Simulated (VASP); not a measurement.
# Te2Pt (P-3m1) in VASP: phonons with PBE+D3(BJ)

Aim: the phonons of Te2Pt with PBE+D3(BJ).

Everything below comes from runs of VASP 6.6.1. Logs are shortened: lines on timing, memory, paths and dates and some standing lists are left out, and cuts for length are marked.

## 1. The cell of the first run

Symmetry: P-3m1, No. 164, trigonal system. Conventional cell: a = 4.052 Å, b = 4.052 Å, c = 5.100 Å, α = 90.00°, β = 90.00°, γ = 120.00°. Within 3.6 Å of Te (site symmetry 3m) lie 3 Pt at 2.71 Å and 6 Te at 3.33 to 3.59 Å. Within 3.6 Å of Pt (site symmetry -3m) lie 6 Te at 2.71 Å.

## 2. Phonons, PBE+D3(BJ)

The input, INCAR:

```
SYSTEM = Te2Pt
PREC = Accurate ; ENCUT = 500
EDIFF = 1E-8 ; ISMEAR = -1
SIGMA = 0.15 ; LREAL = .FALSE.
LASPH = .TRUE. ; NELM = 120
ALGO = Normal ; ISIF = 2
LWAVE = .FALSE. ; LCHARG = .TRUE.
GGA = PE ; IVDW = 12
NBANDS = 18 ; IBRION = 6
NFREE = 2 ; POTIM = 0.015
NSW = 1 ; GGA_COMPAT = .FALSE.
```

The input, KPOINTS:

```
regular mesh
0
G
  12 12 8
  0 0 0
```

The input, POSCAR:

```
Te2Pt
1.0
    4.0519534853      0.0000000000      0.0000000000
   -2.0259767426      3.5090946532      0.0000000000
    0.0000000000      0.0000000000      5.0999101399
Te Pt
2 1
Direct
    0.3333333333      0.6666666667      0.2671282086
    0.6666666667      0.3333333333      0.7328717914
    0.0000000000      0.0000000000      0.0000000000
```

Potentials or basis: VASP PAW PBE potentials, release 64 (Te, Pt).

Run with:

```console
cat potpaw_PBE.64/Te/POTCAR potpaw_PBE.64/Pt/POTCAR > POTCAR
mpirun -np 1 vasp_std > vasp.out
```

OUTCAR:

```text
SYSTEM = Te2Pt
   PREC = Accurate
   ENCUT = 500
   EDIFF = 1E-8
   ISMEAR = -1
   LREAL = .FALSE.
   LASPH = .TRUE.
   NELM = 120
   ISIF = 2
   GGA = PE
   IVDW = 12
   IBRION = 6
   NFREE = 2
   POTIM = 0.015
   NSW = 1
 IVDW          = 12

 ion  position               nearest neighbor table
   1  0.333  0.667  0.267-   3 2.71   3 2.71   3 2.71   2 3.33   2 3.33   2 3.33   2 3.59   2 3.59
                             2 3.59
   2  0.667  0.333  0.733-   3 2.71   3 2.71   3 2.71   1 3.33   1 3.33   1 3.33   1 3.59   1 3.59
                             1 3.59
   3  0.000  0.000  0.000-   1 2.71   2 2.71   1 2.71   2 2.71   2 2.71   1 2.71

  LATTYP: Found a hexagonal cell.
 ALAT       =     4.0519534853
 C/A-ratio  =     1.2586299814

  Lattice vectors:

 A1 = (   4.0519534853,   0.0000000000,   0.0000000000)
 A2 = (  -2.0259767426,   3.5090946532,   0.0000000000)
 A3 = (   0.0000000000,   0.0000000000,   5.0999101399)

Analysis of symmetry for initial positions (statically):
=====================================================================
 Subroutine PRICEL returns:
 Original cell was already a primitive cell.

 Routine SETGRP: Setting up the symmetry group for a
 hexagonal supercell.

 Subroutine GETGRP returns: Found 12 space group operations
 (whereof 12 operations were pure point group operations)
 out of a pool of 24 trial point group operations.

The static configuration has the point symmetry D_3d.

Analysis of symmetry for dynamics (positions and initial velocities):
=====================================================================
 Subroutine PRICEL returns:
 Original cell was already a primitive cell.

 Routine SETGRP: Setting up the symmetry group for a
 hexagonal supercell.

 Subroutine GETGRP returns: Found 12 space group operations
 (whereof 12 operations were pure point group operations)
 out of a pool of 24 trial point group operations.

The dynamic configuration has the point symmetry D_3d.

 Subroutine INISYM returns: Found 12 space group operations
 (whereof 12 operations are pure point group operations),
 and found     1 'primitive' translations

----------------------------------------------------------------------------------------

                                     Primitive cell

  volume of cell :      72.5140

  direct lattice vectors                    reciprocal lattice vectors
     4.051953485  0.000000000  0.000000000     0.246794541  0.142486895  0.000000000
    -2.025976743  3.509094653  0.000000000     0.000000000  0.284973789  0.000000000
     0.000000000  0.000000000  5.099910140     0.000000000  0.000000000  0.196081886

  length of vectors
     4.051953485  4.051953485  5.099910140     0.284973789  0.284973789  0.196081886

  position of ions in fractional coordinates (direct lattice)
     0.333333333  0.666666667  0.267128209
     0.666666667  0.333333333  0.732871791
     0.000000000  0.000000000  0.000000000

  ion indices of the primitive-cell ions
   primitive index   ion index
                 1           1
                 2           2
                 3           3

----------------------------------------------------------------------------------------

 KPOINTS: regular mesh

Automatic generation of k-mesh.
 Grid dimensions read from file:
 generate k-points for:   12   12    8

 Generating k-lattice:

  Cartesian coordinates                     Fractional coordinates (reciprocal lattice)
     0.020566212  0.011873908  0.000000000     0.083333333  0.000000000  0.000000000
     0.000000000  0.023747816  0.000000000     0.000000000  0.083333333  0.000000000
     0.000000000  0.000000000  0.024510236     0.000000000  0.000000000  0.125000000

  Length of vectors
     0.023747816  0.023747816  0.024510236

  Shift w.r.t. Gamma in fractional coordinates (k-lattice)
     0.000000000  0.000000000  0.000000000

 Subroutine IBZKPT returns following result:
 ===========================================

 Found    131 irreducible k-points:

 Following reciprocal coordinates:
            Coordinates               Weight
  0.000000  0.000000  0.000000      1.000000
  0.083333  0.000000  0.000000      6.000000
  0.166667 -0.000000  0.000000      6.000000
  0.250000  0.000000  0.000000      6.000000
  0.333333  0.000000  0.000000      6.000000
  0.416667  0.000000  0.000000      6.000000
[... 16 lines left out ...]
  0.166667 -0.000000  0.125000      6.000000
  0.000000  0.166667  0.125000      6.000000
 [... further k-points ...]
   k-points           NKPTS =    131   k-points in BZ     NKDIM =    131   number of bands    NBANDS=     18
   number of dos      NEDOS =    301   number of ions     NIONS =      3
   total plane-waves  NPLWV =  36000
   dimension x,y,z NGX =    30 NGY =   30 NGZ =   40
   dimension x,y,z NGXF=    60 NGYF=   60 NGZF=   80
   ions per type =               2   1
   NGX,Y,Z   is equivalent  to a cutoff of  12.31, 12.31, 13.04 a.u.
   NGXF,Y,Z  is equivalent  to a cutoff of  24.62, 24.62, 26.08 a.u.
 SYSTEM =  Te2Pt
   PREC   = accura    normal or accurate (medium, high low for compatibility)
   ISTART =      0    job   : 0-new  1-cont  2-samecut
   ICHARG =      2    charge: 1-file 2-atom 10-const
   ISPIN  =      1    spin polarized calculation?
   LNONCOLLINEAR =      F non collinear calculations
   LSORBIT =      F    spin-orbit coupling
   LASPH  =      T    aspherical Exc in radial PAW
   ENCUT  =  500.0 eV  36.75 Ry    6.06 a.u.   7.39  7.39  9.30*2*pi/ulx,y,z
   NELM   =    120;   NELMIN=  2; NELMDL= -5     # of ELM steps
   EDIFF  = 0.1E-07   stopping-criterion for ELM
   LREAL  =      F    real-space projection
   EDIFFG = 0.1E-06   stopping-criterion for IOM
   NSW    =     73    number of steps for IOM
   IBRION =      6    ionic relax: 0-MD 1-quasi-New 2-CG
   NFREE  =      2    steps in history (QN), initial steepest desc. (CG)
   ISIF   =      2    stress and relaxation
   ISYM   =      2    0-nonsym 1-usesym 2-fastsym
   POTIM  = 0.0150    time-step for ionic-motion
   TEBEG  =    0.0;   TEEND  =   0.0 temperature during run
   PSTRESS=    0.0 pullay stress
   NELECT =      22.0000    total number of electrons
   NUPDOWN=      -1.0000    fix difference up-down
   EMIN   =  10.00;   EMAX   =-10.00  energy-range for DOS
   EFERMI =   0.00;   METHOD = LEGACY
   ISMEAR =    -1;   SIGMA  =   0.15  broadening in eV -4-tet -1-fermi 0-gaus
   EFERMI_NEDOS =   21; number of points for ismear=-14 and -15
   IALGO  =     38    algorithm
   IMIX   =      4    mixing-type and parameters
     AMIX     =   0.40;   BMIX     =  1.00
     AMIX_MAG =   1.60;   BMIX_MAG =  1.00
  volume/ion in A,a.u.               =      24.17       163.12
  Fermi-wavevector in a.u.,A,eV,Ry     =   1.100040  2.078774 16.464239  1.210087
  Thomas-Fermi vector in A             =   2.236444
   LORBIT       =      0    0 simple, 1 ext, 2 COOP (PROOUT), +10 PAW based schemes
   GGA     = PE    functional components
   LHFCALC =     F    Hartree Fock is set to
   AEXX    =    0.0000 exact exchange contribution
   IVDW    =    12    specifies the selected vdW correction
   LEPSILON=     F    determine dielectric tensor
   LRPA    =     F    only Hartree local field effects (RPA)
 finite differences with symmetry
 non-spin polarized calculation
  energy-cutoff  :      500.00
  volume of cell :       72.51
 maximum number of plane-waves:      1860
 NGX is ok and might be reduce to    30
   NGX = 15   NGY = 15   NGZ = 19

--------------------------------------- Ionic step        1  -------------------------------------------

 number of electron      21.9999996 magnetization

 Free energy of the ion-electron system (eV)
  ---------------------------------------------------
  ext. energy  EPLUGINS =         0.00000000
  ---------------------------------------------------
  free energy    TOTEN  =       -13.56426736 eV

  energy without entropy =      -13.47672900  energy(sigma->0) =      -13.52049818

------------------------ aborting loop because EDIFF is reached ----------------------------------------

 Edisp (eV)   -1.69613

 E8    (eV) :    -0.7785
[... 319 lines left out ...]
--------------------------------------- Ionic step        9  -------------------------------------------

 number of electron      21.9999996 magnetization

 Free energy of the ion-electron system (eV)
  ---------------------------------------------------
  ext. energy  EPLUGINS =         0.00000000
  ---------------------------------------------------
  free energy    TOTEN  =       -13.56311314 eV

  energy without entropy =      -13.47553147  energy(sigma->0) =      -13.51932230

 E-fermi :   8.7791     XC(G=0): -10.6155

 val. band max:        8.7769493866   @ k =   0.0000   0.2500   0.2500
 cond. band min:       8.8041914329   @ k =  -0.0833   0.2500   0.3750
 fundamental gap:      0.0272420463
 Fermi energy:         8.7791182734

 k-point     1 :       0.0000    0.0000    0.0000
  band No.  band energies     occupation
      1      -5.2447      2.00000
      2      -1.6464      2.00000
      3       2.0938      2.00000
      4       3.1985      2.00000
      5       3.1985      2.00000
      6       5.1544      2.00000
[... 481 lines left out ...]
      5       3.6902      2.00000
      6       4.6765      2.00000
[... 10 lines left out ...]
     17      15.9297      0.00000
     18      16.1621      0.00000

 [... further k-points ...]

------------------------ aborting loop because EDIFF is reached ----------------------------------------

 Edisp (eV)   -1.69613

 E8    (eV) :    -0.7785
[... 26 lines left out ...]
  FREE ENERGIE OF THE ION-ELECTRON SYSTEM (eV)
  ---------------------------------------------------
  free  energy   TOTEN  =       -15.2592416052 eV

  energy  without entropy=      -15.1716599393  energy(sigma->0) =      -15.21545077

 INTERNAL STRAIN TENSORS FROM DISPLACED ATOMS
 ============================================

 INTERNAL STRAIN TENSOR FOR ION    1 for displacements in x,y,z  (eV/Angst):
          X           Y           Z          XY          YZ          ZX
  --------------------------------------------------------------------------------
  x     0.00000    -0.00000    -0.00000     2.71079    -0.00000    -5.37793
  y     2.71079    -2.71079     0.00000    -0.00000    -5.37793    -0.00000
  z    -8.29929    -8.29929    -8.94659    -0.00000     0.00000     0.00000

 INTERNAL STRAIN TENSOR FOR ION    3 for displacements in x,y,z  (eV/Angst):
          X           Y           Z          XY          YZ          ZX
  --------------------------------------------------------------------------------
  x     0.00000     0.00000     0.00000     0.00000     0.00000     0.00000
  y     0.00000     0.00000     0.00000     0.00000     0.00000     0.00000
  z     0.00000     0.00000     0.00000     0.00000     0.00000     0.00000

 Eigenvectors and eigenvalues of the dynamical matrix
 ----------------------------------------------------

   1 f  =    5.047592 THz    31.714957 2PiTHz  168.369550 cm-1    20.875154 meV
             X         Y         Z           dx          dy          dz
     -0.000000  2.339396  1.362330     0.391160    0.252024   -0.000000
      2.025977  1.169698  3.737580     0.391160    0.252024    0.000000
      0.000000  0.000000  0.000000    -0.632963   -0.407817   -0.000000
[... 43 lines left out ...]
   9 f/i=    0.001009 THz     0.006337 2PiTHz    0.033642 cm-1     0.004171 meV
             X         Y         Z           dx          dy          dz
     -0.000000  2.339396  1.362330    -0.065543    0.528377    0.000000
      2.025977  1.169698  3.737580    -0.065543    0.528377    0.000000
      0.000000  0.000000  0.000000    -0.081009    0.653055    0.000000

 ELASTIC MODULI CONTR FROM IONIC RELAXATION (kBar)
 Direction    XX          YY          ZZ          XY          YZ          ZX
 --------------------------------------------------------------------------------
 XX        -335.5448   -205.3923   -291.5636     -0.0000    129.1046      0.0000
 YY        -205.3923   -335.5448   -291.5636     -0.0000   -129.1046     -0.0000
 ZZ        -291.5636   -291.5636   -314.3039     -0.0000      0.0000     -0.0000
 XY          -0.0000     -0.0000     -0.0000    -65.0762     -0.0000    129.1046
 YZ         129.1046   -129.1046      0.0000     -0.0000   -256.1305     -0.0000
 ZX           0.0000     -0.0000     -0.0000    129.1046     -0.0000   -256.1305
 --------------------------------------------------------------------------------
```

Run time: 31 min. Hardware: 1 thread of Intel Xeon 6975P-C (Granite Rapids), shared host; peak memory 1.1 GiB.

Results:

| Property | Result |
| --- | --- |
| Highest phonon frequency at Γ, LO-TO splitting left out | 168 cm⁻¹ |
| Dispersion energy per atom | -0.565 eV |

Phonon frequencies in cm⁻¹ (negative: imaginary):
| q point | frequencies |
| --- | --- |
| (0.000, 0.000, 0.000) | 0 0 0 103 103 155 159 168 168 |

Caveat: spin-orbit coupling is left out, which moves the levels of the heavy elements.
